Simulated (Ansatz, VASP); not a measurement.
One calculation of AlGa3As4, two programs

```
CELL_PARAMETERS angstrom
-5.70489 5.70189 -0.07567
-5.70507 -0.07585 5.70470
0.07509 5.70131 5.70394
ATOMIC_POSITIONS crystal
Al 0.00033 0.00241 0.00077
Al 0.00025 0.50236 0.00086
Ga 0.50091 0.99953 0.99993
Ga 0.99959 0.99935 0.50131
Ga 0.50100 0.49959 0.99985
Ga 0.49960 0.00069 0.50051
Ga 0.99918 0.49987 0.50120
Ga 0.49999 0.50024 0.50063
As 0.87378 0.87451 0.37402
As 0.37415 0.87440 0.37455
As 0.87419 0.37397 0.37411
As 0.87539 0.87533 0.87580
As 0.37383 0.37482 0.37445
As 0.37352 0.87414 0.87471
As 0.87542 0.37537 0.87567
As 0.37362 0.37404 0.87474
```

Alike in both runs: task relaxation of cell and atoms; functional PBE; k mesh 3 × 3 × 3; occupations gaussian, width 0.1 eV; no spin polarisation.

```csv
,VASP,Ansatz
version,VASP 6.6.1,Ansatz 0.2.0
potentials or method,"VASP PAW PBE potentials, release 64 (Al, Ga_d, As), cutoff 600 eV","scalar-relativistic, plane waves, PAW"
valence electrons in the cell,124,204
```

|  | VASP | Ansatz | Ansatz less VASP |
| --- | --- | --- | --- |
| gap on the k mesh at the Fermi level, each at its own relaxed structure (eV) | 0.43 | 0.45 | +0.013 |
| relaxed volume (Å³/atom) | 23.69 | 23.65 | -0.043 |
| relaxed length of the cell vector where the two differ most in proportion (Å) | 8.126 | 8.117 | -0.0083 |

VASP's potentials hold 124 valence electrons a cell and Ansatz's 204, so a difference there can come from the potentials and not from the codes.
